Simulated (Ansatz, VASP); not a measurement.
## One calculation of C, two programs

```
CELL_PARAMETERS angstrom
-1.18135 1.18135 2.05482
1.18135 -1.18135 2.05482
1.18135 1.18135 -2.05482
ATOMIC_POSITIONS crystal
C 0.81710 0.81710 0.00000
C 0.18290 0.18290 0.00000
```

Alike in both runs: task relaxation of cell and atoms; functional PBE; k mesh 32 × 32 × 32; occupations gaussian, width 0.1 eV; no spin polarisation.

```csv
,VASP,Ansatz
version,VASP 6.6.1,Ansatz 0.2.0
potentials or method,"VASP PAW PBE potentials, release 64 (C), cutoff 600 eV","scalar-relativistic, plane waves, PAW"
valence electrons in the cell,8,8
```

```tsv
	VASP	Ansatz	Ansatz less VASP
gap on the k mesh at the Fermi level, each at its own relaxed structure (eV)	none	none	-
relaxed volume (Å³/atom)	5.74	5.74	+0.002
relaxed cell length with the largest relative difference (Å)	2.647	2.647	+0.0002
```

A gap of «none» marks a metal or a gap that the smearing closes.
